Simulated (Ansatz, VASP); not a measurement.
TaN: VASP beside Ansatz

```
Ta N
1.0
     0.00000    2.17900    2.17900
     2.17900    0.00000    2.17900
     2.17900    2.17900    0.00000
Ta N
1 1
Direct
  0.50000 0.50000 0.50000
  0.02295 0.02295 0.97705
```

Change from the starting cell: all N atoms moved -0.100 Å, as atom 2 towards its neighbour atom 1 (Ta) at 2.179 Å.

Alike in both runs: task single point; functional r2SCAN; k mesh 18 × 18 × 18; occupations gaussian, width 0.15 eV; no spin polarisation.

|  | VASP | Ansatz |
| --- | --- | --- |
| version | VASP 6.6.1 | Ansatz 0.2.0 |
| potentials or method | VASP PAW PBE potentials, release 64 (Ta_pv, N), cutoff 520 eV | scalar-relativistic, plane waves, PAW |
| valence electrons in the cell | 16 | 18 |

|  | VASP | Ansatz | Ansatz less VASP |
| --- | --- | --- | --- |
| gap on the k mesh at the Fermi level (eV) | none | none | - |
| pressure (GPa) | 13.7 | 11.6 | -2.17 |
| traceless stress, the component that is largest in VASP (GPa) | 3.63 | 3.53 | -0.100 |
| rms of the force components (eV/Å) | 0.536 | 0.547 | +0.0110 |

VASP's potentials were made for PBE, not for r2SCAN. Atom by atom the forces differ by 0.011 eV/Å (rms over components). A gap of «none» marks a metal or a gap that the smearing closes. VASP's potentials hold 16 valence electrons a cell and Ansatz's 18, so a difference there can come from the potentials and not from the codes.

Neither program's run includes spin-orbit coupling.
